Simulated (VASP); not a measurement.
# BeCr3 (Pm-3m) in VASP: a series of runs

BeCr3 is run at these levels: PBE; tasks: single point.

All numbers are computed with VASP 6.6.1; they aren't measurements. Logs are shortened: lines on timing, memory, paths and dates and some standing lists are left out, and cuts for length are marked.

## Step 1: The cell of the first run

The structure is cubic, space group Pm-3m (No. 221). Conventional cell: a = 3.511 Å, b = 3.511 Å, c = 3.511 Å, α = 90.00°, β = 90.00°, γ = 90.00°. Cr (site symmetry 4/mmm) has 8 Cr at 2.48 Å and 4 Be at 2.48 Å within 3.3 Å. Be (site symmetry m-3m) has 12 Cr at 2.48 Å within 3.3 Å.

## Step 2: Single point, PBE, collinear spin, ferromagnetic start

INCAR reads:

```
ALGO = Normal
EDIFF = 1E-6
ENCUT = 600
GGA = PE
GGA_COMPAT = False
ISIF = 2
ISMEAR = -1
ISPIN = 2
LASPH = True
LCHARG = False
LMAXMIX = 4
LORBIT = 11
LREAL = False
LWAVE = False
MAGMOM = 1.5 1.5 1.5 0
NBANDS = 34
NELM = 200
NUPDOWN = 4.5
PREC = Accurate
SIGMA = 0.05
```

KPOINTS reads:

```
k-points
0
Gamma
  6 6 6
```

POSCAR reads:

```
BeCr3
1.0
    3.5112140000      0.0000000000      0.0000000000
    0.0000000000      3.5112140000      0.0000000000
    0.0000000000      0.0000000000      3.5112140000
Cr Be
3 1
Direct
    0.5000000000      0.5000000000      0.0000000000
    0.5000000000      0.0000000000      0.5000000000
    0.0000000000      0.5000000000      0.5000000000
    0.0000000000      0.0000000000      0.0000000000
```

Potentials or basis: VASP PAW PBE potentials, release 64 (Cr_sv, Be).

Launch:

```sh
$ cat potpaw_PBE.64/Cr_sv/POTCAR potpaw_PBE.64/Be/POTCAR > POTCAR
$ mpirun -np 1 vasp_std > vasp.out
```

OUTCAR:

```text
EDIFF = 1E-6
   ENCUT = 600
   GGA = PE
   ISIF = 2
   ISMEAR = -1
   ISPIN = 2
   LASPH = True
   LORBIT = 11
   LREAL = False
   NELM = 200
   NUPDOWN = 4.5
   PREC = Accurate

 ion  position               nearest neighbor table
   1  0.500  0.500  0.000-   2 2.48   3 2.48   4 2.48   2 2.48   3 2.48   2 2.48   4 2.48   2 2.48
                             3 2.48   4 2.48   3 2.48   4 2.48
   2  0.500  0.000  0.500-   1 2.48   3 2.48   4 2.48   1 2.48   4 2.48   1 2.48   3 2.48   1 2.48
                             3 2.48   4 2.48   4 2.48   3 2.48
   3  0.000  0.500  0.500-   1 2.48   2 2.48   4 2.48   1 2.48   4 2.48   2 2.48   4 2.48   4 2.48
                             1 2.48   2 2.48   1 2.48   2 2.48
   4  0.000  0.000  0.000-   1 2.48   2 2.48   3 2.48   2 2.48   3 2.48   1 2.48   3 2.48   3 2.48
                             1 2.48   2 2.48   2 2.48   1 2.48

  LATTYP: Found a simple cubic cell.
 ALAT       =     3.5112140000

  Lattice vectors:

 A1 = (   3.5112140000,   0.0000000000,   0.0000000000)
 A2 = (   0.0000000000,   3.5112140000,   0.0000000000)
 A3 = (   0.0000000000,   0.0000000000,   3.5112140000)

Analysis of symmetry for initial positions (statically):
=====================================================================
 Subroutine PRICEL returns:
 Original cell was already a primitive cell.

 Routine SETGRP: Setting up the symmetry group for a
 simple cubic supercell.

 Subroutine GETGRP returns: Found 48 space group operations
 (whereof 48 operations were pure point group operations)
 out of a pool of 48 trial point group operations.

The static configuration has the point symmetry O_h .

Analysis of symmetry for dynamics (positions and initial velocities):
=====================================================================
 Subroutine PRICEL returns:
 Original cell was already a primitive cell.

 Routine SETGRP: Setting up the symmetry group for a
 simple cubic supercell.

 Subroutine GETGRP returns: Found 48 space group operations
 (whereof 48 operations were pure point group operations)
 out of a pool of 48 trial point group operations.

The dynamic configuration has the point symmetry O_h .

Analysis of structural, dynamic, and magnetic symmetry:
=====================================================================
 Subroutine PRICEL returns:
 Original cell was already a primitive cell.

 Routine SETGRP: Setting up the symmetry group for a
 simple cubic supercell.

 Subroutine GETGRP returns: Found 48 space group operations
 (whereof 48 operations were pure point group operations)
[... 126 lines left out ...]
   GGA     = PE    functional components
   LHFCALC =     F    Hartree Fock is set to
   AEXX    =    0.0000 exact exchange contribution
   IVDW    =     0    specifies the selected vdW correction
   LEPSILON=     F    determine dielectric tensor
   LRPA    =     F    only Hartree local field effects (RPA)
 spin polarized calculation
  energy-cutoff  :      600.00
  volume of cell :       43.29
 maximum number of plane-waves:      1472
   NGX = 15   NGY = 15   NGZ = 15

 number of electron      44.0000042 magnetization       4.5000016

 Free energy of the ion-electron system (eV)
  ---------------------------------------------------
  ext. energy  EPLUGINS =         0.00000000
  ---------------------------------------------------
  free energy    TOTEN  =       -30.77303919 eV

  energy without entropy =      -30.73059608  energy(sigma->0) =      -30.75181763

 E-fermi :  11.8512     XC(G=0): -13.0054

 val. band max:       12.6569252274   @ k =   0.5000   0.5000   0.3333
 cond. band min:      11.9693024976   @ k =   0.3333   0.3333   0.1667
 fundamental gap:     -0.6876227298
 Fermi energy:        12.7012454656

 spin component 1

 k-point     1 :       0.0000    0.0000    0.0000
  band No.  band energies     occupation
      1     -59.8839      1.00000
      2     -59.6358      1.00000
      3     -59.6358      1.00000
      4     -31.4697      1.00000
      5     -31.4697      1.00000
      6     -31.4697      1.00000
[... 729 lines left out ...]
     33      20.6651      0.00000
     34      20.6651      0.00000
 Fermi energy:        11.8511879160

 spin component 2

 k-point     1 :       0.0000    0.0000    0.0000
  band No.  band energies     occupation
      1     -58.4452      1.00000
      2     -58.1905      1.00000
      3     -58.1905      1.00000
      4     -30.0734      1.00000
      5     -30.0734      1.00000
      6     -30.0734      1.00000
[... 729 lines left out ...]
     33      21.6480      0.00000
     34      21.6480      0.00000

------------------------ aborting loop because EDIFF is reached ----------------------------------------

  FORCE on cell =-STRESS in cart. coord.  units (eV):
  Direction    XX          YY          ZZ          XY          YZ          ZX
  --------------------------------------------------------------------------------------
  -------------------------------------------------------------------------------------
  Total        2.4851382      2.4851382      2.4851382     -0.0000000     -0.0000000     -0.0000000
  in kB       91.9791171     91.9791171     91.9791171     -0.0000000     -0.0000000     -0.0000000
  external PRESSURE =      91.9791171 kB  Pullay stress =       0.0000000 kB

 VOLUME and BASIS-vectors are now :
 -----------------------------------------------------------------------------
  energy-cutoff  :      600.00
  volume of cell :       43.29
      direct lattice vectors                 reciprocal lattice vectors
     3.511214000  0.000000000  0.000000000     0.284801781  0.000000000  0.000000000
     0.000000000  3.511214000  0.000000000     0.000000000  0.284801781  0.000000000
     0.000000000  0.000000000  3.511214000     0.000000000  0.000000000  0.284801781

 POSITION                                       TOTAL-FORCE (eV/Angst)
 -----------------------------------------------------------------------------------
      1.75561      1.75561      0.00000         0.000000      0.000000      0.000000
      1.75561      0.00000      1.75561         0.000000      0.000000      0.000000
      0.00000      1.75561      1.75561         0.000000      0.000000      0.000000
      0.00000      0.00000      0.00000         0.000000      0.000000      0.000000
 -----------------------------------------------------------------------------------
    total drift:                                0.000000      0.000000      0.000000

  FREE ENERGIE OF THE ION-ELECTRON SYSTEM (eV)
  ---------------------------------------------------
  free  energy   TOTEN  =       -30.7730391852 eV

  energy  without entropy=      -30.7305960800  energy(sigma->0) =      -30.75181763

 total charge

# of ion       s       p       d       tot
------------------------------------------
    1        2.188   6.008   3.639  11.835
    2        2.188   6.008   3.639  11.835
    3        2.188   6.008   3.639  11.835
    4        0.448   0.728   0.000   1.176
--------------------------------------------------
tot          7.013  18.752  10.918  36.682

 magnetization (x)

# of ion       s       p       d       tot
------------------------------------------
    1        0.006   0.018   1.268   1.291
    2        0.006   0.018   1.268   1.291
    3        0.006   0.018   1.268   1.291
    4       -0.019  -0.014   0.000  -0.033
--------------------------------------------------
tot         -0.003   0.039   3.804   3.841
```

OSZICAR:

```text
N       E                     dE             d eps       ncg     rms          rms(c)
DAV:   1     0.937470716447E+03    0.93747E+03   -0.24978E+04  3514   0.490E+03
DAV:   2     0.545955656618E+02   -0.88288E+03   -0.85201E+03  3282   0.928E+02
DAV:   3    -0.235806836355E+02   -0.78176E+02   -0.74573E+02  3630   0.317E+02
DAV:   4    -0.325550304460E+02   -0.89743E+01   -0.87719E+01  4868   0.819E+01
DAV:   5    -0.355591943433E+02   -0.30042E+01   -0.29944E+01  4452   0.309E+01    0.241E+01
DAV:   6    -0.308684877699E+02    0.46907E+01   -0.32714E+01  5056   0.924E+01    0.115E+01
DAV:   7    -0.307290223239E+02    0.13947E+00   -0.42577E+00  5264   0.296E+01    0.505E+00
DAV:   8    -0.307546377274E+02   -0.25615E-01   -0.15452E-01  4656   0.328E+00    0.234E+00
DAV:   9    -0.307712265891E+02   -0.16589E-01   -0.72327E-02  5240   0.183E+00    0.942E-01
DAV:  10    -0.307731373110E+02   -0.19107E-02   -0.11198E-02  5308   0.156E+00    0.174E-01
DAV:  11    -0.307731061812E+02    0.31130E-04   -0.91826E-04  5024   0.317E-01    0.961E-02
DAV:  12    -0.307730769085E+02    0.29273E-04   -0.12185E-04  5062   0.121E-01    0.480E-02
DAV:  13    -0.307730412743E+02    0.35634E-04   -0.33683E-05  4814   0.716E-02    0.139E-02
DAV:  14    -0.307730392889E+02    0.19853E-05   -0.59942E-06  4296   0.220E-02    0.512E-03
DAV:  15    -0.307730391852E+02    0.10376E-06   -0.59070E-07  2062   0.105E-02
   1 F= -.30773039E+02 E0= -.30751818E+02  d E =-.424431E-01  mag=     4.5000
```

Wall time 36 s (1 thread of Intel Xeon 6975P-C (Granite Rapids), shared host); peak memory 0.2 GiB.

Results:

* Free energy: -30.7730 eV
* Pressure: 9.2 GPa
* Net moment: 4.50 μB per cell
* Site moments: Cr +1.29; Be -0.03 μB
* Valence electrons inside the program's atomic spheres: Cr 11.84; Be 1.18

Caveat: the cell stands under pressure; the total moment is fixed, so each spin has its own Fermi level.

## Step 3: Single point, PBE, collinear spin, ferromagnetic start

INCAR reads:

```
  PREC = Accurate
  ENCUT = 600
  EDIFF = 1E-6
  ISMEAR = -1
  SIGMA = 0.05
  LREAL = F
  LASPH = T
  NELM = 200
  ALGO = Normal
  ISIF = 2
  LWAVE = F
  LCHARG = F
  ISPIN = 2
  MAGMOM = 4.5 4.5 4.5 0
  LORBIT = 11
  NUPDOWN = 13.5
  LMAXMIX = 4
  GGA = PE
  NBANDS = 34
  GGA_COMPAT = F
```

KPOINTS reads:

```
Automatic mesh
0
Gamma
  6 6 6
```

POSCAR is that of step 2.

Potentials or basis: VASP PAW PBE potentials, release 64 (Cr_sv, Be).

Launch:

```sh
$ cat potpaw_PBE.64/Cr_sv/POTCAR potpaw_PBE.64/Be/POTCAR > POTCAR
$ mpirun -np 1 vasp_std > vasp.out
```

OUTCAR:

```text
PREC = Accurate
   ENCUT = 600
   EDIFF = 1E-6
   ISMEAR = -1
   LREAL = F
   LASPH = T
   NELM = 200
   ISIF = 2
   ISPIN = 2
   LORBIT = 11
   NUPDOWN = 13.5
   GGA = PE

 ion  position               nearest neighbor table
   1  0.500  0.500  0.000-   2 2.48   3 2.48   4 2.48   2 2.48   3 2.48   2 2.48   4 2.48   2 2.48
                             3 2.48   4 2.48   3 2.48   4 2.48
   2  0.500  0.000  0.500-   1 2.48   3 2.48   4 2.48   1 2.48   4 2.48   1 2.48   3 2.48   1 2.48
                             3 2.48   4 2.48   4 2.48   3 2.48
   3  0.000  0.500  0.500-   1 2.48   2 2.48   4 2.48   1 2.48   4 2.48   2 2.48   4 2.48   4 2.48
                             1 2.48   2 2.48   1 2.48   2 2.48
   4  0.000  0.000  0.000-   1 2.48   2 2.48   3 2.48   2 2.48   3 2.48   1 2.48   3 2.48   3 2.48
                             1 2.48   2 2.48   2 2.48   1 2.48

  LATTYP: Found a simple cubic cell.
 ALAT       =     3.5112140000

  Lattice vectors:

 A1 = (   3.5112140000,   0.0000000000,   0.0000000000)
 A2 = (   0.0000000000,   3.5112140000,   0.0000000000)
 A3 = (   0.0000000000,   0.0000000000,   3.5112140000)

Analysis of symmetry for initial positions (statically):
=====================================================================
 Subroutine PRICEL returns:
 Original cell was already a primitive cell.

 Routine SETGRP: Setting up the symmetry group for a
 simple cubic supercell.

 Subroutine GETGRP returns: Found 48 space group operations
 (whereof 48 operations were pure point group operations)
 out of a pool of 48 trial point group operations.

The static configuration has the point symmetry O_h .

Analysis of symmetry for dynamics (positions and initial velocities):
=====================================================================
 Subroutine PRICEL returns:
 Original cell was already a primitive cell.

 Routine SETGRP: Setting up the symmetry group for a
 simple cubic supercell.

 Subroutine GETGRP returns: Found 48 space group operations
 (whereof 48 operations were pure point group operations)
[... 162 lines left out ...]
 E-fermi :  11.3901     XC(G=0): -12.7484

 val. band max:       14.7593920274   @ k =   0.1667   0.1667   0.1667
 cond. band min:      11.4164414146   @ k =   0.5000   0.5000   0.5000
 fundamental gap:     -3.3429506128
 Fermi energy:        14.7782906035

 spin component 1

 k-point     1 :       0.0000    0.0000    0.0000
  band No.  band energies     occupation
      1     -59.3342      1.00000
      2     -59.0692      1.00000
      3     -59.0692      1.00000
      4     -31.0597      1.00000
      5     -31.0597      1.00000
      6     -31.0597      1.00000
[... 729 lines left out ...]
     33      20.5796      0.00000
     34      20.5796      0.00000
 Fermi energy:        11.3900612622

 spin component 2

 k-point     1 :       0.0000    0.0000    0.0000
  band No.  band energies     occupation
      1     -55.5858      1.00000
      2     -55.3126      1.00000
      3     -55.3126      1.00000
      4     -27.3691      1.00000
      5     -27.3691      1.00000
      6     -27.3691      1.00000
[... 729 lines left out ...]
     33      23.7192      0.00000
     34      23.7192      0.00000

------------------------ aborting loop because EDIFF is reached ----------------------------------------

  FORCE on cell =-STRESS in cart. coord.  units (eV):
  Direction    XX          YY          ZZ          XY          YZ          ZX
  --------------------------------------------------------------------------------------
  -------------------------------------------------------------------------------------
  Total       23.3955134     23.3955134     23.3955134     -0.0000000     -0.0000000     -0.0000000
  in kB      865.9070256    865.9070256    865.9070256     -0.0000000     -0.0000000     -0.0000000
  external PRESSURE =     865.9070256 kB  Pullay stress =       0.0000000 kB

 VOLUME and BASIS-vectors are now :
 -----------------------------------------------------------------------------
  energy-cutoff  :      600.00
  volume of cell :       43.29
      direct lattice vectors                 reciprocal lattice vectors
     3.511214000  0.000000000  0.000000000     0.284801781  0.000000000  0.000000000
     0.000000000  3.511214000  0.000000000     0.000000000  0.284801781  0.000000000
     0.000000000  0.000000000  3.511214000     0.000000000  0.000000000  0.284801781

 POSITION                                       TOTAL-FORCE (eV/Angst)
 -----------------------------------------------------------------------------------
      1.75561      1.75561      0.00000         0.000000      0.000000      0.000000
      1.75561      0.00000      1.75561         0.000000      0.000000      0.000000
      0.00000      1.75561      1.75561         0.000000      0.000000      0.000000
      0.00000      0.00000      0.00000         0.000000      0.000000      0.000000
 -----------------------------------------------------------------------------------
    total drift:                                0.000000      0.000000      0.000000

  FREE ENERGIE OF THE ION-ELECTRON SYSTEM (eV)
  ---------------------------------------------------
  free  energy   TOTEN  =       -22.4192263520 eV

  energy  without entropy=      -22.3942673697  energy(sigma->0) =      -22.40674686

 total charge

# of ion       s       p       d       tot
------------------------------------------
    1        2.183   6.011   3.804  11.997
    2        2.183   6.011   3.804  11.997
    3        2.183   6.011   3.804  11.997
    4        0.504   0.667   0.000   1.171
--------------------------------------------------
tot          7.053  18.699  11.411  37.163

 magnetization (x)

# of ion       s       p       d       tot
------------------------------------------
    1        0.037   0.082   3.355   3.474
    2        0.037   0.082   3.355   3.474
    3        0.037   0.082   3.355   3.474
    4       -0.019   0.181   0.000   0.161
--------------------------------------------------
tot          0.090   0.427  10.065  10.582
```

Wall time 2.7 min (1 thread of AMD EPYC 7R43 (Zen 3), shared host); peak memory 0.16 GiB.

Results:

```
Free energy                                           : -22.4192 eV
Pressure                                              : 86.6 GPa
Net moment                                            : 13.50 μB per cell
Site moments                                          : Cr +3.47; Be +0.16 μB
Valence electrons inside the program's atomic spheres : Cr 12.00; Be 1.17
```

Caveat: the cell stands under pressure; the total moment is fixed, so each spin has its own Fermi level.
